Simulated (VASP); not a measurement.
BaS: single point with PBEsol

The system is BaS.

```
Ba S
1.0
     0.00000    3.18500    3.18500
     3.18500    0.00000    3.18500
     3.18500    3.18500    0.00000
Ba S
1 1
Direct
  0.00000 0.00000 0.00000
  0.50000 0.50000 0.50000
```

```json
{"Program": "VASP 6.6.1", "Task": "single point", "Functional": "PBEsol", "Potentials or basis": "VASP PAW PBE potentials, release 64 (Ba_sv, S)", "Cutoff": "500 eV", "k mesh": "6 × 6 × 6", "Occupations": "gaussian, width 0.1 eV", "Spin": "no spin polarisation"}
```

```yaml
Pressure: -0.2 GPa
Band_gap_on_the_k_mesh: 1.97 eV (least direct gap 2.10 eV)
```

Levels at points of the mesh, in eV from the valence-band top:
| k point | band 6 | band 7 | band 8 | band 9 | band 10 | band 11 |
| --- | --- | --- | --- | --- | --- | --- |
| (0.00, 0.00, 0.00) | 0.00 | 0.00 | 0.00 | 3.45 | 3.78 | 3.78 |
| (0.50, 0.00, 0.00) | -2.01 | -1.12 | -1.12 | 5.49 | 5.55 | 6.29 |
| (0.50, 0.50, 0.00) | -0.53 | -0.14 | -0.14 | 1.97 | 5.92 | 5.97 |

Wall time 20 s on 1 thread of Intel Xeon 8259CL, on a shared host, peak memory 0.2 GiB.

Caveat: the PAW data sets were made with another functional, which shifts forces and pressure a little; spin-orbit coupling is left out, which moves the levels of the heavy elements. A k mesh can miss the band edges.
